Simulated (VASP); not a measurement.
Wanted: the native input for a VASP 6.6.1 run.

| Property | Result |
| --- | --- |
| Task | single point |
| Functional | PBEsol |
| Potentials or basis | VASP PAW PBE potentials, release 64 (Pb_d, F) |
| Cutoff | 520 eV |
| k mesh | 4 × 6 × 6 |
| Occupations | gaussian, width 0.01 eV |
| Spin | no spin polarisation |
| Dipole correction | no |
| Further INCAR settings | ALGO = Normal; EDIFF = 1e-06; NBANDS = 37 |

The structure of PbF2 lies in POSCAR:

```
PbF2
1.0
    6.2185132232      0.0000000000      0.0000000000
    0.0000000000      3.0989565206      3.1084896275
    0.0000000000     -3.0989565206      3.1084896275
Pb F
2 4
Direct
    0.5000000000      0.9774790000      0.9774790000
    0.0000000000      0.4774790000      0.4774790000
    0.7647730000      0.9736080000      0.4586660000
    0.2352270000      0.4586660000      0.9736080000
    0.7352270000      0.4736080000      0.9586660000
    0.2647730000      0.9586660000      0.4736080000
```

The input as run:

INCAR

```
  ALGO = Normal
  EDIFF = 1E-6
  ENCUT = 520
  GGA = PS
  ISIF = 2
  ISMEAR = 0
  LASPH = T
  LCHARG = F
  LREAL = F
  LWAVE = F
  NBANDS = 37
  NELM = 80
  PREC = Accurate
  SIGMA = 0.01
```

KPOINTS

```
k-points
0
Gamma
  4 6 6
```

Potentials or basis: VASP PAW PBE potentials, release 64 (Pb_d, F).

Run with:

```sh
$ cat potpaw_PBE.64/Pb_d/POTCAR potpaw_PBE.64/F/POTCAR > POTCAR
$ mpirun -np 1 vasp_std > vasp.out
```

It gave:

- Pressure: -8.1 GPa
- Largest force: 0.039 eV/Å
- Band gap on the k mesh: 4.23 eV

Caveat: the cell stands under tension; the PAW data sets were made with another functional, which shifts forces and pressure a little; spin-orbit coupling is left out, which moves the levels of the heavy elements.

Run time: 2.6 min on 1 thread of AMD EPYC 7R43 64-Core Processor (Zen 3) (shared host), peak memory 0.26 GiB.
